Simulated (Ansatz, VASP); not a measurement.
**One calculation of GaTe2O, two programs**

```
CELL_PARAMETERS angstrom
2.55230 -4.63058 0.00000
2.55230 4.63058 0.00000
0.00000 0.00000 4.70997
ATOMIC_POSITIONS crystal
Ga 0.00000 0.00000 0.00000
Te 0.00000 0.50000 0.50000
Te 0.50000 0.00000 0.50000
O 0.50000 0.50000 0.50000
```

Alike in both runs: task relaxation of cell and atoms; functional PBE; k mesh 4 × 4 × 4; occupations gaussian, width 0.1 eV; no spin polarisation.

|  | VASP | Ansatz |
| --- | --- | --- |
| version | VASP 6.6.1 | Ansatz 0.2.0 |
| potentials or method | VASP PAW PBE potentials, release 64 (Ga_d, Te, O), cutoff 600 eV | scalar-relativistic, plane waves, PAW |
| valence electrons in the cell | 31 | 51 |

|  | VASP | Ansatz | Ansatz less VASP |
| --- | --- | --- | --- |
| gap on the k mesh at the Fermi level, each at its own relaxed structure (eV) | none | none | - |
| relaxed volume (Å³/atom) | 23.15 | 23.27 | +0.121 |
| relaxed length of the cell vector where the two differ most in proportion (Å) | 4.680 | 4.695 | +0.0147 |

A gap of «none» marks a metal or a gap that the smearing closes. VASP's potentials hold 31 valence electrons a cell and Ansatz's 51, so a difference there can come from the potentials and not from the codes.

Spin-orbit coupling is off throughout. Noted on VASP's run: the volume moved by over 15 % at a fixed basis, so the end points are rough.
